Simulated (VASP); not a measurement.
# KBr (Immm) in VASP: further runs

KBr is run at these levels: PBE; tasks: single point.

All numbers are computed with VASP 6.6.1; they aren't measurements. Logs are shortened: lines on timing, memory, paths and dates and some standing lists are left out, and cuts for length are marked.

**1. The cell of the first run**

The structure is orthorhombic, space group Immm (No. 71). The conventional cell has a = 4.743 Å, b = 4.772 Å, c = 6.645 Å, α = 90.00°, β = 90.00°, γ = 90.00°. K (site symmetry mmm) has 6 Br at 3.32 to 3.36 Å within 4.4 Å. Within 4.4 Å of Br (site symmetry mmm) lie 6 K at 3.32 to 3.36 Å.

**2. Single point, PBE**

INCAR

```
ALGO = Normal
EDIFF = 1E-6
ENCUT = 500
GGA = PE
GGA_COMPAT = False
ISIF = 2
ISMEAR = 0
LASPH = True
LCHARG = True
LELF = True
LREAL = False
LVHAR = True
LWAVE = False
NBANDS = 15
NELM = 120
PREC = Accurate
SIGMA = 0.15
```

KPOINTS

```
k-points
0
Gamma
  4 4 4
```

POSCAR

```
KBr
1.0
   -2.3712962794      3.3222744364      2.3861808331
    2.3712962794     -3.3222744364      2.3861808331
    2.3712962794      3.3222744364     -2.3861808331
K Br
1 1
Direct
    0.0000000000      0.5000000000      0.5000000000
    0.5000000000      0.5000000000      0.0000000000
```

Potentials or basis: VASP PAW PBE potentials, release 64 (K_sv, Br).

Run with:

```bash
$ cat potpaw_PBE.64/K_sv/POTCAR potpaw_PBE.64/Br/POTCAR > POTCAR
$ mpirun -np 1 vasp_std > vasp.out
```

OUTCAR:

```text
EDIFF = 1E-6
   ENCUT = 500
   GGA = PE
   ISIF = 2
   ISMEAR = 0
   LASPH = True
   LREAL = False
   NELM = 120
   PREC = Accurate

 ion  position               nearest neighbor table
   1  0.000  0.500  0.500-
   2  0.500  0.500  0.000-

  LATTYP: Found a body centered orthorhombic cell.
 ALAT       =     4.7425925588
 B/A-ratio  =     1.0062769692
 C/A-ratio  =     1.4010372577

  Lattice vectors:

 A1 = (  -2.3712962794,  -3.3222744364,   2.3861808331)
 A2 = (   2.3712962794,  -3.3222744364,  -2.3861808331)
 A3 = (   2.3712962794,   3.3222744364,   2.3861808331)

Analysis of symmetry for initial positions (statically):
=====================================================================
 Subroutine PRICEL returns:
 Original cell was already a primitive cell.

 Routine SETGRP: Setting up the symmetry group for a
 body centered orthorhombic supercell.

 Subroutine GETGRP returns: Found  8 space group operations
 (whereof  8 operations were pure point group operations)
 out of a pool of  8 trial point group operations.

The static configuration has the point symmetry D_2h.

Analysis of symmetry for dynamics (positions and initial velocities):
=====================================================================
 Subroutine PRICEL returns:
 Original cell was already a primitive cell.

 Routine SETGRP: Setting up the symmetry group for a
 body centered orthorhombic supercell.

 Subroutine GETGRP returns: Found  8 space group operations
 (whereof  8 operations were pure point group operations)
 out of a pool of  8 trial point group operations.

The dynamic configuration has the point symmetry D_2h.

 Subroutine INISYM returns: Found  8 space group operations
 (whereof  8 operations are pure point group operations),
 and found     1 'primitive' translations

----------------------------------------------------------------------------------------

                                     Primitive cell

  volume of cell :      75.1943

  direct lattice vectors                    reciprocal lattice vectors
    -2.371296279  3.322274436  2.386180833     0.000000000  0.150499307  0.209539861
     2.371296279 -3.322274436  2.386180833     0.210855136  0.000000000  0.209539861
     2.371296279  3.322274436 -2.386180833     0.210855136  0.150499307  0.000000000

  length of vectors
     4.728045309  4.728045309  4.728045309     0.257986423  0.297265608  0.259055843

  position of ions in fractional coordinates (direct lattice)
     0.000000000  0.500000000  0.500000000
     0.500000000  0.500000000  0.000000000

  ion indices of the primitive-cell ions
   primitive index   ion index
                 1           1
                 2           2

----------------------------------------------------------------------------------------

 KPOINTS: k-points

Automatic generation of k-mesh.
 Grid dimensions read from file:
 generate k-points for:    4    4    4

 Generating k-lattice:

  Cartesian coordinates                     Fractional coordinates (reciprocal lattice)
     0.000000000  0.037624827  0.052384965     0.250000000  0.000000000 -0.000000000
     0.052713784  0.000000000  0.052384965     0.000000000  0.250000000 -0.000000000
     0.052713784  0.037624827  0.000000000    -0.000000000  0.000000000  0.250000000

  Length of vectors
     0.064496606  0.074316402  0.064763961

  Shift w.r.t. Gamma in fractional coordinates (k-lattice)
     0.000000000  0.000000000  0.000000000

 Subroutine IBZKPT returns following result:
 ===========================================

 Found     18 irreducible k-points:

 Following reciprocal coordinates:
            Coordinates               Weight
  0.000000  0.000000  0.000000      1.000000
  0.250000  0.000000  0.000000      4.000000
  0.500000  0.000000  0.000000      2.000000
  0.000000  0.250000 -0.000000      4.000000
  0.250000  0.250000  0.000000      8.000000
  0.500000  0.250000  0.000000      8.000000
[... 10 lines left out ...]
 -0.250000 -0.250000  0.250000      2.000000
  0.500000  0.500000  0.500000      1.000000
   k-points           NKPTS =     18   k-points in BZ     NKDIM =     18   number of bands    NBANDS=     15
   number of dos      NEDOS =    301   number of ions     NIONS =      2
   total plane-waves  NPLWV =  46656
   dimension x,y,z NGX =    36 NGY =   36 NGZ =   36
   dimension x,y,z NGXF=    72 NGYF=   72 NGZF=   72
   ions per type =               1   1
   NGX,Y,Z   is equivalent  to a cutoff of  12.66, 12.66, 12.66 a.u.
   NGXF,Y,Z  is equivalent  to a cutoff of  25.32, 25.32, 25.32 a.u.
 SYSTEM =  unknown system
   PREC   = accura    normal or accurate (medium, high low for compatibility)
   ISTART =      0    job   : 0-new  1-cont  2-samecut
   ICHARG =      2    charge: 1-file 2-atom 10-const
   ISPIN  =      1    spin polarized calculation?
   LNONCOLLINEAR =      F non collinear calculations
   LSORBIT =      F    spin-orbit coupling
   LASPH  =      T    aspherical Exc in radial PAW
   ENCUT  =  500.0 eV  36.75 Ry    6.06 a.u.   8.62  8.62  8.62*2*pi/ulx,y,z
   NELM   =    120;   NELMIN=  2; NELMDL= -5     # of ELM steps
   EDIFF  = 0.1E-05   stopping-criterion for ELM
   LREAL  =      F    real-space projection
   EDIFFG = 0.1E-04   stopping-criterion for IOM
   NSW    =      0    number of steps for IOM
   IBRION =     -1    ionic relax: 0-MD 1-quasi-New 2-CG
   NFREE  =      0    steps in history (QN), initial steepest desc. (CG)
   ISIF   =      2    stress and relaxation
   ISYM   =      2    0-nonsym 1-usesym 2-fastsym
   POTIM  = 0.5000    time-step for ionic-motion
   TEBEG  =    0.0;   TEEND  =   0.0 temperature during run
   PSTRESS=    0.0 pullay stress
   NELECT =      16.0000    total number of electrons
   NUPDOWN=      -1.0000    fix difference up-down
   EMIN   =  10.00;   EMAX   =-10.00  energy-range for DOS
   EFERMI =   0.00;   METHOD = LEGACY
   ISMEAR =     0;   SIGMA  =   0.15  broadening in eV -4-tet -1-fermi 0-gaus
   EFERMI_NEDOS =   21; number of points for ismear=-14 and -15
   IALGO  =     38    algorithm
   IMIX   =      4    mixing-type and parameters
     AMIX     =   0.40;   BMIX     =  1.00
     AMIX_MAG =   1.60;   BMIX_MAG =  1.00
  volume/ion in A,a.u.               =      37.60       253.72
  Fermi-wavevector in a.u.,A,eV,Ry     =   0.977357  1.846937 12.996651  0.955227
  Thomas-Fermi vector in A             =   2.108048
   LORBIT       =      0    0 simple, 1 ext, 2 COOP (PROOUT), +10 PAW based schemes
   GGA     = PE    functional components
   LHFCALC =     F    Hartree Fock is set to
   AEXX    =    0.0000 exact exchange contribution
   IVDW    =     0    specifies the selected vdW correction
   LEPSILON=     F    determine dielectric tensor
   LRPA    =     F    only Hartree local field effects (RPA)
 non-spin polarized calculation
 Gauss-broadening in eV      SIGMA  =   0.15
  energy-cutoff  :      500.00
  volume of cell :       75.19
 maximum number of plane-waves:      1932
 NGX is ok and might be reduce to    36
   NGX = 17   NGY = 17   NGZ = 17

 number of electron      16.0000000 magnetization

 Free energy of the ion-electron system (eV)
  ---------------------------------------------------
  ext. energy  EPLUGINS =         0.00000000
  ---------------------------------------------------
  free energy    TOTEN  =        -6.22241169 eV

  energy without entropy =       -6.22241169  energy(sigma->0) =       -6.22241169

 E-fermi :  -1.2418     XC(G=0):  -7.1915

 val. band max:       -1.9075737819   @ k =   0.0000   0.0000   0.0000
 cond. band min:       2.4022068580   @ k =   0.0000   0.0000   0.0000
 fundamental gap:      4.3097806399
 Fermi energy:        -1.2417928725

 k-point     1 :       0.0000    0.0000    0.0000
  band No.  band energies     occupation
      1     -29.7940      2.00000
      2     -14.1525      2.00000
      3     -13.2684      2.00000
      4     -13.2675      2.00000
      5     -13.2670      2.00000
      6      -1.9204      2.00000
      7      -1.9106      2.00000
      8      -1.9076      2.00000
      9       2.4022      0.00000
     10       5.6299      0.00000
     11       5.6767      0.00000
     12       5.7266      0.00000
     13       6.4453      0.00000
     14       6.5009      0.00000
     15       9.5701      0.00000

 k-point     2 :       0.2500    0.0000    0.0000
  band No.  band energies     occupation
      1     -29.7918      2.00000
      2     -14.2462      2.00000
      3     -13.2714      2.00000
      4     -13.2689      2.00000
      5     -13.1432      2.00000
      6      -2.5364      2.00000
      7      -2.0675      2.00000
      8      -2.0607      2.00000
      9       3.6137      0.00000
     10       5.5178      0.00000
     11       6.3493      0.00000
     12       6.3586      0.00000
     13       7.1579      0.00000
     14       7.2184      0.00000
     15      10.0347      0.00000

 k-point     3 :       0.5000    0.0000    0.0000
  band No.  band energies     occupation
      1     -29.7897      2.00000
      2     -14.3226      2.00000
      3     -13.2745      2.00000
      4     -13.2707      2.00000
      5     -13.0356      2.00000
      6      -3.0067      2.00000
      7      -2.2100      2.00000
      8      -2.2028      2.00000
      9       4.5804      0.00000
     10       6.1374      0.00000
     11       7.7091      0.00000
     12       7.7303      0.00000
     13       7.9925      0.00000
     14       8.0663      0.00000
     15       8.7048      0.00000
[... 235 lines left out ...]
 k-point    17 :      -0.2500   -0.2500    0.2500
  band No.  band energies     occupation
      1     -29.7897      2.00000
      2     -14.2468      2.00000
      3     -13.3010      2.00000
      4     -13.2747      2.00000
      5     -13.1137      2.00000
      6      -2.7452      2.00000
      7      -2.2855      2.00000
      8      -2.1914      2.00000
      9       4.8094      0.00000
     10       5.5026      0.00000
     11       6.8053      0.00000
     12       6.9442      0.00000
     13       7.5226      0.00000
     14       8.5124      0.00000
     15       8.7743      0.00000

 k-point    18 :       0.5000    0.5000    0.5000
  band No.  band energies     occupation
      1     -29.7882      2.00000
      2     -14.0645      2.00000
      3     -13.3423      2.00000
      4     -13.2990      2.00000
      5     -13.2988      2.00000
      6      -2.6700      2.00000
      7      -2.2020      2.00000
      8      -2.1837      2.00000
      9       3.9859      0.00000
     10       5.1321      0.00000
     11       7.3929      0.00000
     12       7.3935      0.00000
     13       7.5968      0.00000
     14       8.6928      0.00000
     15       8.6989      0.00000

------------------------ aborting loop because EDIFF is reached ----------------------------------------

  FORCE on cell =-STRESS in cart. coord.  units (eV):
  Direction    XX          YY          ZZ          XY          YZ          ZX
  --------------------------------------------------------------------------------------
  -------------------------------------------------------------------------------------
  Total       -0.0043549      0.1366399     -0.0346614      0.0000000      0.0000000     -0.0000000
  in kB       -0.0927915      2.9114112     -0.7385365      0.0000000      0.0000000     -0.0000000
  external PRESSURE =       0.6933611 kB  Pullay stress =       0.0000000 kB

 VOLUME and BASIS-vectors are now :
 -----------------------------------------------------------------------------
  energy-cutoff  :      500.00
  volume of cell :       75.19
      direct lattice vectors                 reciprocal lattice vectors
    -2.371296279  3.322274436  2.386180833     0.000000000  0.150499307  0.209539861
     2.371296279 -3.322274436  2.386180833     0.210855136  0.000000000  0.209539861
     2.371296279  3.322274436 -2.386180833     0.210855136  0.150499307  0.000000000

 POSITION                                       TOTAL-FORCE (eV/Angst)
 -----------------------------------------------------------------------------------
      2.37130      0.00000      0.00000        -0.000000      0.000000     -0.000000
      0.00000      0.00000      2.38618         0.000000     -0.000000      0.000000
 -----------------------------------------------------------------------------------
    total drift:                                0.000000     -0.000000      0.000000

  FREE ENERGIE OF THE ION-ELECTRON SYSTEM (eV)
  ---------------------------------------------------
  free  energy   TOTEN  =        -6.2224116886 eV

  energy  without entropy=       -6.2224116886  energy(sigma->0) =       -6.22241169
```

It took 44 s on 1 thread of Intel Xeon 8259CL, shared host; peak memory 0.21 GiB.

Results:

```yaml
Free_energy: -6.2224 eV
Pressure: 0.1 GPa
Band_gap_on_the_k_mesh: 4.31 eV, direct
```

Caveat: the k points lie up to 0.47 Å⁻¹ apart. A hybrid or GW would open this gap; PBE tends to underestimate it.

**3. Single point, PBE**

This run uses another cell than the first one, of 36.96 Å³/atom, 0.983 times its volume.

INCAR

```
SYSTEM = KBr
PREC = Accurate ; ENCUT = 500
EDIFF = 1E-6 ; ISMEAR = 0
SIGMA = 0.15 ; LREAL = .FALSE.
LASPH = .TRUE. ; NELM = 120
ALGO = Normal ; ISIF = 2
LWAVE = .FALSE. ; LCHARG = .TRUE.
GGA = PE ; LELF = .TRUE.
LVHAR = .TRUE. ; NBANDS = 15
GGA_COMPAT = .FALSE.
```

KPOINTS

```
Automatic mesh
0
G
  4 4 4
  0 0 0
```

POSCAR

```
KBr
1.0
   -2.3789586754      3.2911523376      2.3604847125
    2.3789586754     -3.2911523376      2.3604847125
    2.3789586754      3.2911523376     -2.3604847125
K Br
1 1
Direct
    0.0000000000      0.0000000000      0.0000000000
    0.5000000000      0.0000000000      0.5000000000
```

Potentials or basis: VASP PAW PBE potentials, release 64 (K_sv, Br).

Run with:

```bash
$ cat potpaw_PBE.64/K_sv/POTCAR potpaw_PBE.64/Br/POTCAR > POTCAR
$ mpirun -np 1 vasp_std > vasp.out
```

OUTCAR:

```text
SYSTEM = KBr
   PREC = Accurate
   ENCUT = 500
   EDIFF = 1E-6
   ISMEAR = 0
   LREAL = .FALSE.
   LASPH = .TRUE.
   NELM = 120
   ISIF = 2
   GGA = PE

 ion  position               nearest neighbor table
   1  0.000  0.000  0.000-   2 3.29   2 3.29
   2  0.500  0.000  0.500-   1 3.29   1 3.29

  LATTYP: Found a body centered orthorhombic cell.
 ALAT       =     4.7209694250
 B/A-ratio  =     1.0078263430
 C/A-ratio  =     1.3942697109

  Lattice vectors:

[... 503 lines left out ...]
------------------------ aborting loop because EDIFF is reached ----------------------------------------

  FORCE on cell =-STRESS in cart. coord.  units (eV):
  Direction    XX          YY          ZZ          XY          YZ          ZX
  --------------------------------------------------------------------------------------
  -------------------------------------------------------------------------------------
  Total        0.0476979      0.3136250      0.0840356      0.0000000      0.0000000      0.0000000
  in kB        1.0337449      6.7971243      1.8212851      0.0000000      0.0000000      0.0000000
  external PRESSURE =       3.2173847 kB  Pullay stress =       0.0000000 kB

 VOLUME and BASIS-vectors are now :
 -----------------------------------------------------------------------------
  energy-cutoff  :      500.00
  volume of cell :       73.93
      direct lattice vectors                 reciprocal lattice vectors
    -2.378958675  3.291152338  2.360484712     0.000000000  0.151922472  0.211820902
     2.378958675 -3.291152338  2.360484712     0.210175992  0.000000000  0.211820902
     2.378958675  3.291152338 -2.360484712     0.210175992  0.151922472  0.000000000

 POSITION                                       TOTAL-FORCE (eV/Angst)
 -----------------------------------------------------------------------------------
      0.00000      0.00000      0.00000        -0.000000      0.000000     -0.000000
      0.00000      3.29115      0.00000         0.000000      0.000000      0.000000
 -----------------------------------------------------------------------------------
    total drift:                                0.000000      0.000000     -0.000000

  FREE ENERGIE OF THE ION-ELECTRON SYSTEM (eV)
  ---------------------------------------------------
  free  energy   TOTEN  =        -6.2199750063 eV

  energy  without entropy=       -6.2199750063  energy(sigma->0) =       -6.21997501
```

It took 44 s on 1 thread of Intel Xeon 8259CL, shared host; peak memory 0.21 GiB.

What came out:

```yaml
Free_energy: -6.2200 eV
Pressure: 0.3 GPa
Band_gap_on_the_k_mesh: 4.35 eV, direct
```

Caveat: the k points lie up to 0.47 Å⁻¹ apart.
